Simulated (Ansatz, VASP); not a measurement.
# Two plane-wave programs on AlRu

```
Al Ru
1.0
     2.99160    0.00000    0.00000
     0.00000    2.99160    0.00000
     0.00000    0.00000    2.99160
Al Ru
1 1
Direct
  0.00000 0.02507 0.00000
  0.50000 0.50000 0.50000
```

Change from the starting cell: all Al atoms moved +0.075 Å, as atom 1 along Cartesian [0 1 0].

Alike in both runs: task single point; functional PBE; k mesh 16 × 16 × 16; occupations gaussian, width 0.15 eV; no spin polarisation.

|  | VASP | Ansatz |
| --- | --- | --- |
| version | VASP 6.6.1 | Ansatz 0.2.0 |
| potentials or method | VASP PAW PBE potentials, release 64 (Al, Ru_pv), cutoff 520 eV | scalar-relativistic, plane waves, PAW |
| valence electrons in the cell | 17 | 19 |

VASP gave:

* gap on the k mesh at the Fermi level (eV): none
* pressure (GPa): 3.0
* traceless stress, the component that is largest in VASP (GPa): -0.30
* rms of the force components (eV/Å): 0.339

Question: Estimate Ansatz's values.

Answer: gap on the k mesh at the Fermi level (eV): none; pressure (GPa): 3.1; traceless stress, the component that is largest in VASP (GPa): -0.30; rms of the force components (eV/Å): 0.336.

Atom by atom the forces differ by 0.002 eV/Å (rms over components). A gap of «none» marks a metal or a gap that the smearing closes. VASP's potentials hold 17 valence electrons a cell and Ansatz's 19, so a difference there can come from the potentials and not from the codes.
